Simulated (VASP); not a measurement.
A run of VASP 6.6.1:

Contents of INCAR:

```
SYSTEM = CdSe
PREC = Accurate
ENCUT = 520
EDIFF = 1E-6
ISMEAR = 0
SIGMA = 0.05
LREAL = .FALSE.
LASPH = .TRUE.
NELM = 60
ALGO = Normal
ISIF = 2
LWAVE = .FALSE.
LCHARG = .FALSE.
GGA = PE
NBANDS = 16
```

File KPOINTS:

```
regular mesh
0
G
  10 10 10
  0 0 0
```

Contents of POSCAR:

```
CdSe
1.0
    0.0000000000      2.9646538694      2.9646538694
    2.9646538694      0.0000000000      2.9646538694
    2.9646538694      2.9646538694      0.0000000000
Cd Se
1 1
Direct
    0.0000000000      0.0000000000      0.0000000000
    0.7500000000      0.7500000000      0.7500000000
```

Potentials or basis: VASP PAW PBE potentials, release 64 (Cd, Se).

The run is started by

```bash
$ cat potpaw_PBE.64/Cd/POTCAR potpaw_PBE.64/Se/POTCAR > POTCAR
$ mpirun -np 1 vasp_std > vasp.out
```

Hardware: 1 thread of Intel(R) Xeon(R) 6975P-C (Granite Rapids), on a shared host.

Q: How long does it take, and how much memory?

A: Wall time 14 s on 1 thread of Intel(R) Xeon(R) 6975P-C (Granite Rapids), on a shared host, peak memory 0.19 GiB. Counts: scf iterations 12, k points 47.
